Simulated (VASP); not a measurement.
# GeSb3O2 (P-4m2) in VASP: a series of runs, part 2 of 2

VASP 6.6.1.

## 4. Single point, PBE

This run uses another cell than the first one, of 22.19 Å³/atom, 1.057 times its volume.

INCAR reads:

```
SYSTEM = GeSb3O2
  PREC = Accurate
  ENCUT = 520
  EDIFF = 1E-6
  ISMEAR = 0
  SIGMA = 0.1
  LREAL = .FALSE.
  LASPH = .TRUE.
  NELM = 80
  ALGO = Normal
  ISIF = 2
  LWAVE = .FALSE.
  LCHARG = .FALSE.
  GGA = PE
  NBANDS = 30
```

KPOINTS reads:

```
Automatic mesh
0
G
  4 4 4
  0 0 0
```

POSCAR reads:

```
GeSb3O2
1.0
    4.2225696656      0.0000000000      0.0000000000
    0.0000000000      4.2225696656      0.0000000000
    0.0000000000      0.0000000000      7.4667678262
Ge Sb O
1 3 2
Direct
    0.0000000000      0.0000000000      0.0000000000
    0.5000000000      0.5000000000      0.0000000000
    0.0000000000      0.5000000000      0.5067331199
    0.5000000000      0.0000000000      0.4932668801
    0.0000000000      0.5000000000      0.7725451751
    0.5000000000      0.0000000000      0.2274548249
```

Potentials or basis: VASP PAW PBE potentials, release 64 (Ge_d, Sb, O).

Launch:

```bash
$ cat potpaw_PBE.64/Ge_d/POTCAR potpaw_PBE.64/Sb/POTCAR potpaw_PBE.64/O/POTCAR > POTCAR
$ mpirun -np 1 vasp_std > vasp.out
```

OUTCAR:

```text
SYSTEM = GeSb3O2
   PREC = Accurate
   ENCUT = 520
   EDIFF = 1E-6
   ISMEAR = 0
   LREAL = .FALSE.
   LASPH = .TRUE.
   NELM = 80
   ISIF = 2
   GGA = PE

 ion  position               nearest neighbor table
   1  0.000  0.000  0.000-   2 2.99   2 2.99   2 2.99   2 2.99
   2  0.500  0.500  0.000-   5 2.71   6 2.71   6 2.71   5 2.71   1 2.99   1 2.99   1 2.99   1 2.99

   3  0.000  0.500  0.507-   5 1.98   4 2.99   4 2.99   4 2.99   4 2.99
   4  0.500  0.000  0.493-   6 1.98   3 2.99   3 2.99   3 2.99   3 2.99
   5  0.000  0.500  0.773-   3 1.98   2 2.71   2 2.71
   6  0.500  0.000  0.227-   4 1.98   2 2.71   2 2.71

  LATTYP: Found a simple tetragonal cell.
 ALAT       =     4.2225696656
 C/A-ratio  =     1.7682994995

  Lattice vectors:

 A1 = (   4.2225696656,   0.0000000000,   0.0000000000)
 A2 = (   0.0000000000,   4.2225696656,   0.0000000000)
 A3 = (   0.0000000000,   0.0000000000,   7.4667678262)

Analysis of symmetry for initial positions (statically):
=====================================================================
 Subroutine PRICEL returns:
 Original cell was already a primitive cell.

 Routine SETGRP: Setting up the symmetry group for a
 simple tetragonal supercell.

 Subroutine GETGRP returns: Found  8 space group operations
 (whereof  8 operations were pure point group operations)
 out of a pool of 16 trial point group operations.

The static configuration has the point symmetry D_2d.

Analysis of symmetry for dynamics (positions and initial velocities):
=====================================================================
 Subroutine PRICEL returns:
 Original cell was already a primitive cell.

 Routine SETGRP: Setting up the symmetry group for a
 simple tetragonal supercell.

 Subroutine GETGRP returns: Found  8 space group operations
[... 123 lines left out ...]
     AMIX     =   0.40;   BMIX     =  1.00
     AMIX_MAG =   1.60;   BMIX_MAG =  1.00
  volume/ion in A,a.u.               =      22.19       149.74
  Fermi-wavevector in a.u.,A,eV,Ry     =   1.105539  2.089166 16.629261  1.222216
  Thomas-Fermi vector in A             =   2.242027
   LORBIT       =      0    0 simple, 1 ext, 2 COOP (PROOUT), +10 PAW based schemes
   GGA     = PE    functional components
   LHFCALC =     F    Hartree Fock is set to
   AEXX    =    0.0000 exact exchange contribution
   IVDW    =     0    specifies the selected vdW correction
   LEPSILON=     F    determine dielectric tensor
   LRPA    =     F    only Hartree local field effects (RPA)
 non-spin polarized calculation
 Gauss-broadening in eV      SIGMA  =   0.10
  energy-cutoff  :      520.00
  volume of cell :      133.13
 maximum number of plane-waves:      3612
 NGX is ok and might be reduce to    32
   NGX = 15   NGY = 15   NGZ = 27

 number of electron      41.0000002 magnetization

 Free energy of the ion-electron system (eV)
  ---------------------------------------------------
  ext. energy  EPLUGINS =         0.00000000
  ---------------------------------------------------
  free energy    TOTEN  =       -27.58792790 eV

  energy without entropy =      -27.55407345  energy(sigma->0) =      -27.57100068

 E-fermi :   5.8025     XC(G=0):  -9.6640

 val. band max:        5.7642762199   @ k =   0.2500   0.0000   0.2500
 cond. band min:       5.8081011877   @ k =   0.0000   0.0000   0.0000
 fundamental gap:      0.0438249678
 Fermi energy:         5.8025431715

 k-point     1 :       0.0000    0.0000    0.0000
  band No.  band energies     occupation
      1     -19.2364      2.00000
      2     -19.2021      2.00000
      3     -19.2021      2.00000
      4     -19.1380      2.00000
      5     -19.1297      2.00000
      6     -12.5792      2.00000
[... 583 lines left out ...]
     29      12.8530      0.00000
     30      13.1796      0.00000

------------------------ aborting loop because EDIFF is reached ----------------------------------------

  FORCE on cell =-STRESS in cart. coord.  units (eV):
  Direction    XX          YY          ZZ          XY          YZ          ZX
  --------------------------------------------------------------------------------------
  -------------------------------------------------------------------------------------
  Total       -0.0532541     -0.0532541      0.3686915      0.0000000      0.0000000     -0.0000000
  in kB       -0.6408804     -0.6408804      4.4369798      0.0000000      0.0000000     -0.0000000
  external PRESSURE =       1.0517397 kB  Pullay stress =       0.0000000 kB

 VOLUME and BASIS-vectors are now :
 -----------------------------------------------------------------------------
  energy-cutoff  :      520.00
  volume of cell :      133.13
      direct lattice vectors                 reciprocal lattice vectors
     4.222569666  0.000000000  0.000000000     0.236822617  0.000000000  0.000000000
     0.000000000  4.222569666  0.000000000     0.000000000  0.236822617  0.000000000
     0.000000000  0.000000000  7.466767826     0.000000000  0.000000000  0.133926757

 POSITION                                       TOTAL-FORCE (eV/Angst)
 -----------------------------------------------------------------------------------
      0.00000      0.00000      0.00000         0.000000      0.000000      0.000000
      2.11128      2.11128      0.00000         0.000000     -0.000000      0.000000
      0.00000      2.11128      3.78366         0.000000     -0.000000     -0.114428
      2.11128      0.00000      3.68311         0.000000      0.000000      0.114428
      0.00000      2.11128      5.76842         0.000000      0.000000      0.064892
      2.11128      0.00000      1.69835         0.000000      0.000000     -0.064892
 -----------------------------------------------------------------------------------
    total drift:                                0.000000      0.000000      0.000000

  FREE ENERGIE OF THE ION-ELECTRON SYSTEM (eV)
  ---------------------------------------------------
  free  energy   TOTEN  =       -27.5879278983 eV

  energy  without entropy=      -27.5540734549  energy(sigma->0) =      -27.57100068
```

OSZICAR:

```text
N       E                     dE             d eps       ncg     rms          rms(c)
DAV:   1     0.362265422270E+03    0.36227E+03   -0.17341E+04  1352   0.185E+03
DAV:   2     0.229760478980E+02   -0.33929E+03   -0.32632E+03  1292   0.562E+02
DAV:   3    -0.297041917852E+02   -0.52680E+02   -0.51688E+02  1250   0.137E+02
DAV:   4    -0.320583112202E+02   -0.23541E+01   -0.23458E+01  1232   0.362E+01
DAV:   5    -0.321130514946E+02   -0.54740E-01   -0.54727E-01  1276   0.560E+00    0.133E+01
DAV:   6    -0.284456931946E+02    0.36674E+01   -0.24705E+01  1276   0.317E+01    0.102E+01
DAV:   7    -0.276015745240E+02    0.84412E+00   -0.57147E+00  1134   0.120E+01    0.278E+00
DAV:   8    -0.275991460950E+02    0.24284E-02   -0.84659E-01  1194   0.458E+00    0.115E+00
DAV:   9    -0.275903023521E+02    0.88437E-02   -0.73189E-02  1416   0.155E+00    0.476E-01
DAV:  10    -0.275876769733E+02    0.26254E-02   -0.16283E-02  1284   0.659E-01    0.234E-01
DAV:  11    -0.275889024394E+02   -0.12255E-02   -0.12260E-02  1260   0.631E-01    0.258E-01
DAV:  12    -0.275879124327E+02    0.99001E-03   -0.53523E-03  1270   0.395E-01    0.427E-02
DAV:  13    -0.275879213937E+02   -0.89610E-05   -0.56374E-04  1208   0.125E-01    0.119E-02
DAV:  14    -0.275879281162E+02   -0.67224E-05   -0.53857E-05  1288   0.357E-02    0.660E-03
DAV:  15    -0.275879278983E+02    0.21781E-06   -0.31915E-06  1228   0.919E-03
   1 F= -.27587928E+02 E0= -.27571001E+02  d E =-.338544E-01
```

stdout:

```text
POSCAR found type information on POSCAR GeSbO
 POSCAR found :  3 types and       6 ions
 scaLAPACK will be used
 LDA part: xc-table for (Slater+PW92), standard interpolation
 POSCAR, INCAR and KPOINTS ok, starting setup
 FFT: planning ... GRIDC
 FFT: planning ... GRID_SOFT
 FFT: planning ... GRID
 WAVECAR not read
 entering main loop
```

It took 42 s on 1 thread of AMD EPYC 9R14 (Zen 4), shared host; peak memory 0.23 GiB.

What came out:

| Property | Result |
| --- | --- |
| Free energy | -27.5879 eV |
| Pressure | 0.1 GPa |
| Largest force | 0.114 eV/Å |

Forces on the atoms (eV/Å):
```
Ge   0.000  0.000  0.000
Sb   0.000  0.000  0.000
Sb   0.000  0.000 -0.114
Sb   0.000  0.000  0.114
O    0.000  0.000  0.065
O    0.000  0.000 -0.065
```

Caveat: the k points lie up to 0.37 Å⁻¹ apart; spin-orbit coupling is left out, which moves the levels of the heavy elements; an odd number of electrons without spin polarisation forces a metal; a magnetic or distorted state may lie lower.

## 5. Relaxation of cell and atoms, PBE

INCAR reads:

```
SYSTEM = GeSb3O2
  PREC = Accurate
  ENCUT = 600
  EDIFF = 1E-6
  ISMEAR = 0
  SIGMA = 0.1
  LREAL = .FALSE.
  LASPH = .TRUE.
  NELM = 100
  ALGO = Normal
  ISIF = 3
  LWAVE = .FALSE.
  LCHARG = .FALSE.
  GGA = PE
  IBRION = 2
  NSW = 90
  EDIFFG = -0.04
```

KPOINTS reads:

```
Automatic mesh
0
G
  4 4 2
  0 0 0
```

POSCAR reads:

```
GeSb3O2
1.0
    3.8501375900      0.0000000000      0.0000000000
    0.0000000000      3.8501375900      0.0000000000
    0.0000000000      0.0000000000      8.4978762000
Ge Sb O
1 3 2
Direct
    0.0000000000      0.0000000000      0.0000000000
    0.5000000000      0.5000000000      0.0000000000
    0.0000000000      0.5000000000      0.3835000100
    0.5000000000      0.0000000000      0.6164999900
    0.0000000000      0.5000000000      0.7365000200
    0.5000000000      0.0000000000      0.2634999800
```

Launch:

```bash
$ cat potpaw_PBE.64/Ge_d/POTCAR potpaw_PBE.64/Sb/POTCAR potpaw_PBE.64/O/POTCAR > POTCAR
$ mpirun -np 1 vasp_std > vasp.out
```

Wall time 9.2 min (1 thread of AMD EPYC 9R14 (Zen 4), shared host); peak memory 0.26 GiB.

It converged, with:

```yaml
Free_energy: -27.6841 eV
Relaxed_volume: 21.94 Å³/atom
Relaxed_cell: a = 4.227 Å, b = 4.227 Å, c = 7.369 Å, α = 90.00°, β = 90.00°, γ = 90.00°
Space_group_after_relaxing_to_0.05_Å: P-4m2 (No. 115)
Energy_gained_by_relaxing: 415.0 meV/atom
Ionic_steps: 28
Pressure_after_relaxing: 0.1 GPa
Largest_force_after_relaxing: 0.022 eV/Å
```

Forces in eV/Å, atoms in the order of the input:
```
Ge   0.000  0.000  0.000
Sb   0.000  0.000  0.000
Sb   0.000  0.000  0.022
Sb   0.000  0.000 -0.022
O    0.000  0.000 -0.018
O    0.000  0.000  0.018
```

Stress tensor (GPa, compression positive):
```
0.02 0.00 0.00
0.00 0.02 0.00
0.00 0.00 0.21
```

Step by step:
| step | energy change (eV) | largest force (eV/Å) | pressure (GPa) | volume (Å³) |
| --- | --- | --- | --- | --- |
| 1 | 0.0000 | 0.4310 | -7.26 | 125.97 |
| 2 | -0.4207 | 0.6156 | 1.70 | 109.40 |
| 3 | -0.4247 | 0.6125 | 0.72 | 110.66 |
| 4 | -0.5000 | 0.3673 | 0.87 | 110.18 |
| 5 | -0.5450 | 0.4586 | 1.60 | 109.31 |
| 6 | -0.5845 | 0.4826 | -0.73 | 112.90 |
| 7 | -0.5870 | 0.5112 | -1.66 | 114.49 |
| 8 | -0.6191 | 0.5743 | -1.61 | 114.86 |
| 9 | -0.8038 | 1.0601 | -1.53 | 115.95 |
| 10 | -1.4070 | 1.2736 | -0.71 | 118.09 |
| 11 | -2.0385 | 2.7960 | 7.31 | 122.13 |
| 12 | -1.9854 | 0.9206 | 1.10 | 120.02 |
| 13 | -2.1781 | 0.7007 | 3.37 | 121.09 |
| 14 | -2.1855 | 1.0992 | 4.22 | 121.37 |
| 15 | -2.1922 | 1.3475 | 4.51 | 121.94 |
| 16 | -2.1924 | 1.4107 | 4.55 | 122.07 |
| 17 | -2.2111 | 1.3598 | 4.24 | 122.59 |
| 18 | -2.2613 | 1.2102 | 3.30 | 124.14 |
| 19 | -2.3352 | 0.9301 | 1.54 | 127.28 |
| 20 | -2.3862 | 0.4421 | -1.57 | 133.72 |
| 21 | -2.3866 | 0.4810 | -1.37 | 133.15 |
| 22 | -2.3982 | 0.4420 | -1.28 | 133.07 |
| 23 | -2.4293 | 0.3278 | -1.12 | 132.83 |
| 24 | -2.4724 | 0.2411 | -0.69 | 132.35 |
| 25 | -2.4781 | 0.2878 | 0.38 | 131.39 |
| 26 | -2.4889 | 0.1343 | -0.13 | 131.82 |
| 27 | -2.4893 | 0.0608 | 0.38 | 131.54 |
| 28 | -2.4898 | 0.0215 | 0.08 | 131.66 |

Final structure:
```yaml
crystal:
  lattice:
    - [4.22689, 0.00000, 0.00000]
    - [0.00000, 4.22689, 0.00000]
    - [0.00000, 0.00000, 7.36880]
  atoms:
    - { symbol: Ge, position: [0.00000, 0.00000, 0.00000] }
    - { symbol: Sb, position: [0.50000, 0.50000, 0.00000] }
    - { symbol: Sb, position: [0.00000, 0.50000, 0.50389] }
    - { symbol: Sb, position: [0.50000, 0.00000, 0.49611] }
    - { symbol: O, position: [0.00000, 0.50000, 0.77456] }
    - { symbol: O, position: [0.50000, 0.00000, 0.22544] }
```

Levels at points of the mesh, in eV from the Fermi level:
```csv
k point,band 18,band 19,band 20,band 21,band 22,band 23,band 24
"(0.00, 0.00, 0.00)",-2.24,-2.24,-1.49,0.04,0.04,2.14,2.72
"(0.50, 0.00, 0.00)",-0.53,-0.31,0.05,0.16,0.91,1.34,1.45
"(0.50, 0.50, 0.00)",-1.64,-1.64,-1.54,-1.46,1.86,2.46,2.57
"(0.00, 0.00, 0.50)",-1.45,-1.45,-0.87,-0.38,-0.38,1.74,2.20
"(0.50, 0.00, 0.50)",-0.29,-0.09,0.30,0.34,0.50,0.74,1.32
"(0.50, 0.50, 0.50)",-2.52,-2.52,-2.41,-2.30,1.96,2.57,3.76
```

Caveat: the k points lie up to 0.43 Å⁻¹ apart in the final cell; spin-orbit coupling is left out, which moves the levels of the heavy elements; an odd number of electrons without spin polarisation forces a metal; a magnetic or distorted state may lie lower.

## 6. Overview

```tsv
task	cell	k mesh	cutoff (eV)	gap on the mesh (eV)	pressure (GPa)	largest force (eV/Å)
single point	a = 3.850, b = 3.850, c = 8.498 Å, 6 atoms	4 × 4 × 2	520	none	-7.2	0.43
single point	a = 4.223, b = 4.223, c = 7.467 Å, 6 atoms	4 × 4 × 2	520	none	0.0	0.10
single point	a = 4.223, b = 4.223, c = 7.467 Å, 6 atoms	4 × 4 × 4	520	none	0.1	0.11
relaxation of cell and atoms	relaxed from a = 3.850, b = 3.850, c = 8.498 Å, 6 atoms	4 × 4 × 2	600	none	0.1	0.02
```

Alike in all rows: level PBE; potentials or basis VASP PAW PBE potentials, release 64 (Ge_d, Sb, O); no spin polarisation; smearing gaussian 0.1 eV.

Caveats: all runs use coarse meshes; spin-orbit coupling is left out, which moves the levels of the heavy elements; an odd number of electrons without spin polarisation forces a metal; a magnetic or distorted state may lie lower.

Absolute energies hang on the potentials; compare differences alone.
